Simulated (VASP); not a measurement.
# Al3GaN4 (P-43m) in VASP: single point with LDA

Aim: the single point of Al3GaN4 with LDA.

All numbers are computed with VASP 6.6.1; they aren't measurements. Logs are shortened: lines on timing, memory, paths and dates and some standing lists are left out, and cuts for length are marked.

### Step 1. The cell of the first run

It takes space group P-43m (No. 215, cubic). Conventional cell: a = 4.370 Å, b = 4.370 Å, c = 4.370 Å, α = 90.00°, β = 90.00°, γ = 90.00°. Al (site symmetry -42m) has 4 N at 1.88 Å within 2.5 Å. Ga (site symmetry -43m) has 4 N at 1.93 Å within 2.6 Å. Within 2.5 Å of N (site symmetry 3m) lie 3 Al at 1.88 Å and 1 Ga at 1.93 Å.

### Step 2. Single point, LDA

File INCAR:

```
PREC = Accurate
ENCUT = 520
EDIFF = 1E-6
ISMEAR = 0
SIGMA = 0.01
LREAL = F
LASPH = T
NELM = 60
ALGO = Normal
ISIF = 2
LWAVE = F
LCHARG = F
NBANDS = 31
```

File KPOINTS:

```
Automatic mesh
0
Gamma
  6 6 6
```

File POSCAR:

```
Al3GaN4
1.0
    4.3702526127      0.0000000000      0.0000000000
    0.0000000000      4.3702526127      0.0000000000
    0.0000000000      0.0000000000      4.3702526127
Al Ga N
3 1 4
Direct
    0.5000000000      0.5000000000      0.0000000000
    0.5000000000      0.0000000000      0.5000000000
    0.0000000000      0.5000000000      0.5000000000
    0.0000000000      0.0000000000      0.0000000000
    0.7448996907      0.7448996907      0.2551003093
    0.7448996907      0.2551003093      0.7448996907
    0.2551003093      0.7448996907      0.7448996907
    0.2551003093      0.2551003093      0.2551003093
```

Potentials or basis: VASP PAW LDA potentials, release 64 (Al, Ga_d, N).

The run is started by

```console
$ cat potpaw_LDA.64/Al/POTCAR potpaw_LDA.64/Ga_d/POTCAR potpaw_LDA.64/N/POTCAR > POTCAR
$ mpirun -np 1 vasp_std > vasp.out
```

OUTCAR:

```text
PREC = Accurate
   ENCUT = 520
   EDIFF = 1E-6
   ISMEAR = 0
   LREAL = F
   LASPH = T
   NELM = 60
   ISIF = 2

 ion  position               nearest neighbor table
   1  0.500  0.500  0.000-   5 1.88   6 1.88   7 1.88   8 1.88   3 3.09   4 3.09   2 3.09   2 3.09
                             3 3.09   2 3.09   4 3.09   2 3.09   3 3.09   4 3.09   3 3.09   4 3.09
   2  0.500  0.000  0.500-   5 1.88   6 1.88   7 1.88   8 1.88   3 3.09   4 3.09   1 3.09   1 3.09
                             4 3.09   1 3.09   3 3.09   1 3.09   3 3.09   4 3.09   4 3.09   3 3.09
   3  0.000  0.500  0.500-   5 1.88   6 1.88   7 1.88   8 1.88   2 3.09   4 3.09   1 3.09   1 3.09
                             4 3.09   2 3.09   4 3.09   4 3.09   1 3.09   2 3.09   1 3.09   2 3.09
   4  0.000  0.000  0.000-   5 1.93   6 1.93   7 1.93   8 1.93   2 3.09   3 3.09   1 3.09   2 3.09
                             3 3.09   1 3.09   3 3.09   3 3.09   1 3.09   2 3.09   2 3.09   1 3.09
   5  0.745  0.745  0.255-   1 1.88   2 1.88   3 1.88   4 1.93
   6  0.745  0.255  0.745-   1 1.88   2 1.88   3 1.88   4 1.93
   7  0.255  0.745  0.745-   1 1.88   2 1.88   3 1.88   4 1.93
   8  0.255  0.255  0.255-   1 1.88   2 1.88   3 1.88   4 1.93

  LATTYP: Found a simple cubic cell.
 ALAT       =     4.3702526127

  Lattice vectors:

 A1 = (   4.3702526127,   0.0000000000,   0.0000000000)
 A2 = (   0.0000000000,   4.3702526127,   0.0000000000)
 A3 = (   0.0000000000,   0.0000000000,   4.3702526127)

Analysis of symmetry for initial positions (statically):
=====================================================================
 Subroutine PRICEL returns:
 Original cell was already a primitive cell.

 Routine SETGRP: Setting up the symmetry group for a
 simple cubic supercell.

 Subroutine GETGRP returns: Found 24 space group operations
 (whereof 24 operations were pure point group operations)
 out of a pool of 48 trial point group operations.

The static configuration has the point symmetry T_d .

Analysis of symmetry for dynamics (positions and initial velocities):
=====================================================================
 Subroutine PRICEL returns:
 Original cell was already a primitive cell.

 Routine SETGRP: Setting up the symmetry group for a
 simple cubic supercell.

 Subroutine GETGRP returns: Found 24 space group operations
 (whereof 24 operations were pure point group operations)
 out of a pool of 48 trial point group operations.

The dynamic configuration has the point symmetry T_d .

[... 111 lines left out ...]
   ISIF   =      2    stress and relaxation
   ISYM   =      2    0-nonsym 1-usesym 2-fastsym
   POTIM  = 0.5000    time-step for ionic-motion
   TEBEG  =    0.0;   TEEND  =   0.0 temperature during run
   PSTRESS=    0.0 pullay stress
   NELECT =      42.0000    total number of electrons
   NUPDOWN=      -1.0000    fix difference up-down
   EMIN   =  10.00;   EMAX   =-10.00  energy-range for DOS
   EFERMI =   0.00;   METHOD = LEGACY
   ISMEAR =     0;   SIGMA  =   0.01  broadening in eV -4-tet -1-fermi 0-gaus
   EFERMI_NEDOS =   21; number of points for ismear=-14 and -15
   IALGO  =     38    algorithm
   IMIX   =      4    mixing-type and parameters
     AMIX     =   0.40;   BMIX     =  1.00
     AMIX_MAG =   1.60;   BMIX_MAG =  1.00
  volume/ion in A,a.u.               =      10.43        70.41
  Fermi-wavevector in a.u.,A,eV,Ry     =   1.302121  2.460652 23.068942  1.695519
  Thomas-Fermi vector in A             =   2.433210
   LORBIT       =      0    0 simple, 1 ext, 2 COOP (PROOUT), +10 PAW based schemes
   GGA     = CA    functional components
   LHFCALC =     F    Hartree Fock is set to
   AEXX    =    0.0000 exact exchange contribution
   IVDW    =     0    specifies the selected vdW correction
   LEPSILON=     F    determine dielectric tensor
   LRPA    =     F    only Hartree local field effects (RPA)
 non-spin polarized calculation
 Gauss-broadening in eV      SIGMA  =   0.01
  energy-cutoff  :      520.00
  volume of cell :       83.47
 maximum number of plane-waves:      2301
 NGX is ok and might be reduce to    36
   NGX = 17   NGY = 17   NGZ = 17

 number of electron      41.9999997 magnetization

 Free energy of the ion-electron system (eV)
  ---------------------------------------------------
  ext. energy  EPLUGINS =         0.00000000
  ---------------------------------------------------
  free energy    TOTEN  =       -63.06788362 eV

  energy without entropy =      -63.06788362  energy(sigma->0) =      -63.06788362

 E-fermi :   5.8142     XC(G=0): -11.6014

 val. band max:        5.7118388204   @ k =   0.0000   0.0000   0.0000
 cond. band min:       9.0737873327   @ k =   0.0000   0.0000   0.0000
 fundamental gap:      3.3619485123
 Fermi energy:         5.8141830481

 k-point     1 :       0.0000    0.0000    0.0000
  band No.  band energies     occupation
      1      -9.4786      2.00000
      2      -7.7579      2.00000
      3      -7.7579      2.00000
      4      -7.7579      2.00000
      5      -7.0440      2.00000
      6      -7.0440      2.00000
[... 669 lines left out ...]
     30      16.4440      0.00000
     31      16.4882      0.00000

------------------------ aborting loop because EDIFF is reached ----------------------------------------

  FORCE on cell =-STRESS in cart. coord.  units (eV):
  Direction    XX          YY          ZZ          XY          YZ          ZX
  --------------------------------------------------------------------------------------
  -------------------------------------------------------------------------------------
  Total        0.3857961      0.3857961      0.3857961      0.0000000     -0.0000000      0.0000000
  in kB        7.4054043      7.4054043      7.4054043      0.0000000     -0.0000000      0.0000000
  external PRESSURE =       7.4054043 kB  Pullay stress =       0.0000000 kB

 VOLUME and BASIS-vectors are now :
 -----------------------------------------------------------------------------
  energy-cutoff  :      520.00
  volume of cell :       83.47
      direct lattice vectors                 reciprocal lattice vectors
     4.370252613  0.000000000  0.000000000     0.228819725  0.000000000  0.000000000
     0.000000000  4.370252613  0.000000000     0.000000000  0.228819725  0.000000000
     0.000000000  0.000000000  4.370252613     0.000000000  0.000000000  0.228819725

 POSITION                                       TOTAL-FORCE (eV/Angst)
 -----------------------------------------------------------------------------------
      2.18513      2.18513      0.00000         0.000000      0.000000     -0.000000
      2.18513      0.00000      2.18513         0.000000      0.000000     -0.000000
      0.00000      2.18513      2.18513         0.000000     -0.000000      0.000000
      0.00000      0.00000      0.00000         0.000000      0.000000      0.000000
      3.25540      3.25540      1.11485        -0.014694     -0.014694      0.014694
      3.25540      1.11485      3.25540        -0.014694      0.014694     -0.014694
      1.11485      3.25540      3.25540         0.014694     -0.014694     -0.014694
      1.11485      1.11485      1.11485         0.014694      0.014694      0.014694
 -----------------------------------------------------------------------------------
    total drift:                                0.000000      0.000000      0.000000

  FREE ENERGIE OF THE ION-ELECTRON SYSTEM (eV)
  ---------------------------------------------------
  free  energy   TOTEN  =       -63.0678836171 eV

  energy  without entropy=      -63.0678836171  energy(sigma->0) =      -63.06788362
```

Run time: 48 s. Hardware: 1 thread of Intel Xeon Platinum 8259CL at 2.50GHz (Skylake/Cascade Lake), shared host; peak memory 0.2 GiB.

What came out:

```yaml
Free_energy: -63.0679 eV
Pressure: 0.7 GPa
Largest_force: 0.025 eV/Å
Band_gap_on_the_k_mesh: 3.36 eV, direct
```

Forces in eV/Å, atoms in the order of the input:
```
Al   0.000  0.000  0.000
Al   0.000  0.000  0.000
Al   0.000  0.000  0.000
Ga   0.000  0.000  0.000
N   -0.015 -0.015  0.015
N   -0.015  0.015 -0.015
N    0.015 -0.015 -0.015
N    0.015  0.015  0.015
```
